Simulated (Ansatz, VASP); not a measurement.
## TiO2 in VASP and in Ansatz

```
CELL_PARAMETERS angstrom
2.67012 -2.67019 -0.01992
2.67012 2.67019 -0.01992
-2.63390 0.00000 4.85686
ATOMIC_POSITIONS crystal
Ti 0.12501 0.87499 0.25000
Ti 0.87499 0.12501 0.75000
O 0.33022 0.08025 0.66046
O 0.66978 0.91975 0.33954
O 0.91975 0.66978 0.83954
O 0.08025 0.33022 0.16046
```

Alike in both runs: task single point; functional PBE; k mesh 6 × 6 × 6; occupations gaussian, width 0.05 eV; no spin polarisation; Hubbard terms Ti d U = 4.0 eV.

|  | VASP | Ansatz |
| --- | --- | --- |
| version | VASP 6.6.1 | Ansatz 0.2.0 |
| potentials or method | VASP PAW PBE potentials, release 64 (Ti_sv, O), cutoff 520 eV | scalar-relativistic, plane waves, PAW |
| valence electrons in the cell | 48 | 48 |

VASP gave:

```
gap on the k mesh at the Fermi level (eV)                     : 2.82
least direct gap on the mesh (eV)                             : 3.06
pressure (GPa)                                                : 11.7
traceless stress, the component that is largest in VASP (GPa) : -0.36
rms of the force components (eV/Å)                            : 0.163
```

Question: Estimate Ansatz's values.

Answer: gap on the k mesh at the Fermi level (eV): 2.78; least direct gap on the mesh (eV): 3.02; pressure (GPa): 7.0; traceless stress, the component that is largest in VASP (GPa): 0.33; rms of the force components (eV/Å): 0.087.

The programs project onto different local orbitals, so the same U acts differently, and such runs can settle in different states. Atom by atom the forces differ by 0.075 eV/Å (rms over components).
